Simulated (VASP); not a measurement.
Here is a VASP 6.6.1 calculation.

Contents of INCAR:

```
  PREC = Accurate
  ENCUT = 600
  EDIFF = 1E-6
  ISMEAR = 0
  SIGMA = 0.02
  LREAL = F
  LASPH = T
  NELM = 120
  ALGO = Normal
  ISIF = 2
  LWAVE = F
  LCHARG = F
  GGA = PE
  NBANDS = 16
  GGA_COMPAT = F
```

Contents of KPOINTS:

```
Automatic mesh
0
Gamma
  10 10 10
```

POSCAR

```
GaN
1.0
    0.0000000000      2.3476511805      2.3476511805
    2.3476511805      0.0000000000      2.3476511805
    2.3476511805      2.3476511805      0.0000000000
Ga N
1 1
Direct
    0.0000000000      0.0000000000      0.0000000000
    0.7500000000      0.7500000000      0.7500000000
```

Potentials or basis: VASP PAW PBE potentials, release 64 (Ga_d, N).

Command:

```sh
$ cat potpaw_PBE.64/Ga_d/POTCAR potpaw_PBE.64/N/POTCAR > POTCAR
$ mpirun -np 1 vasp_std > vasp.out
```

Question: What does it give for the band gap on the k mesh?

Answer: 0.94 eV, direct.

Question: Estimate the pressure.

Answer: -13.2 GPa.
